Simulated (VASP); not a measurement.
Wanted: the native input for a VASP 6.6.1 run.

| Quantity | Value |
| --- | --- |
| Task | single point |
| Functional | LDA |
| Potentials or basis | VASP PAW LDA potentials, release 64 (Ti_sv) |
| Cutoff | 520 eV |
| k mesh | 20 × 20 × 20 |
| Occupations | gaussian, width 0.15 eV |
| Spin | no spin polarisation |
| Dipole correction | no |
| Further INCAR settings | ALGO = Fast; EDIFF = 1e-06; NBANDS = 12 |

The structure of Ti lies in POSCAR:

```
Ti
1.0
    0.0000000000      1.9655246843      2.0005340298
    1.8604966477      0.0000000000      2.0005340298
    1.8604966477      1.9655246843      0.0000000000
Ti
1
Direct
    0.0000000000      0.0000000000      0.0000000000
```

This cell differs from its parent crystal: normal strain along x -0.0700, normal strain along y -0.0175.

These files were run (other wordings do the same):

INCAR

```
SYSTEM = Ti
ALGO = Fast
EDIFF = 1E-6
ENCUT = 520
ISIF = 2
ISMEAR = 0
LASPH = .True.
LCHARG = .False.
LREAL = .False.
LWAVE = .False.
NBANDS = 12
NELM = 100
PREC = Accurate
SIGMA = 0.15
```

KPOINTS

```
k-points
0
Gamma
  20 20 20
  0 0 0
```

Potentials or basis: VASP PAW LDA potentials, release 64 (Ti_sv).

Launch:

```bash
$ cat potpaw_LDA.64/Ti_sv/POTCAR > POTCAR
$ mpirun -np 1 vasp_std > vasp.out
```

It gave:

The pressure is 12.5 GPa. The band gap on the k mesh is zero (bands 6 and 7 overlap by 1.47 eV).

Caveat: the cell differs from its parent crystal (normal strain along x -0.0700, normal strain along y -0.0175); the cell stands under pressure.

Run time: 2.8 min on 1 thread of Intel(R) Xeon(R) Platinum 8375C CPU @ 2.90GHz (Ice Lake), with other jobs on the host, peak memory 0.3 GiB.
